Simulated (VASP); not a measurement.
# Si2C3: single point with PBE

The system is Si2C3.

```xyz
5
Lattice="3.8560 0.0000 0.0000 -1.9280 3.3394 0.0000 0.0000 0.0000 6.1513" Properties=species:S:1:pos:R:3 pbc="T T T"
Si    0.0000    2.2263    1.0139
Si    1.9280    1.1131    5.1374
C     0.0000    2.2263    3.5695
C     1.9280    1.1131    2.5819
C     0.0000    0.0000    0.0000
```

The cell was built from a structure type or drawn by symmetry, and may not be a known phase.

```json
{"Program": "VASP 6.6.1", "Task": "single point", "Functional": "PBE", "Potentials or basis": "VASP PAW PBE potentials, release 64 (Si, C)", "Cutoff": "520 eV", "k mesh": "6 × 6 × 4", "Occupations": "gaussian, width 0.1 eV", "Spin": "no spin polarisation", "Dipole correction": "no", "Further INCAR settings": "ALGO = Normal; EDIFF = 1e-06; NBANDS = 18"}
```

```
Pressure               : -28.2 GPa
Largest force          : 1.532 eV/Å
Band gap on the k mesh : zero (bands 10 and 11 overlap by 1.99 eV)
```

Forces in eV/Å, atoms in the order of the input:
```
Si   0.000  0.000  1.494
Si   0.000  0.000 -1.494
C    0.000  0.000 -1.532
C    0.000  0.000  1.532
C    0.000  0.000  0.000
```

Stress tensor (GPa, compression positive):
```
-29.84   0.00   0.00
  0.00 -29.84   0.00
  0.00   0.00 -25.07
```

Levels at points of the mesh, in eV from the Fermi level:
| k point | band 7 | band 8 | band 9 | band 10 | band 11 | band 12 | band 13 | band 14 |
| --- | --- | --- | --- | --- | --- | --- | --- | --- |
| (0.00, 0.00, 0.00) | -1.86 | -1.50 | -1.50 | -0.29 | 0.40 | 1.59 | 1.59 | 1.79 |
| (0.50, 0.00, 0.00) | -3.71 | -2.12 | -1.61 | -0.63 | -0.21 | 1.25 | 1.93 | 3.21 |
| (0.00, 0.00, 0.50) | -1.86 | -1.32 | -1.32 | -0.77 | 0.10 | 0.73 | 0.73 | 2.04 |
| (0.50, 0.00, 0.50) | -3.20 | -2.34 | -2.21 | -1.46 | 0.62 | 0.71 | 2.24 | 2.33 |

It took 18 s on 1 thread of AMD EPYC 9R45 96-Core Processor (Zen 5), with other jobs on the host, peak memory 0.17 GiB.

Caveat: the cell stands under tension; forces of over 1 eV/Å act on the atoms, so gaps and moduli don't describe the material at rest.
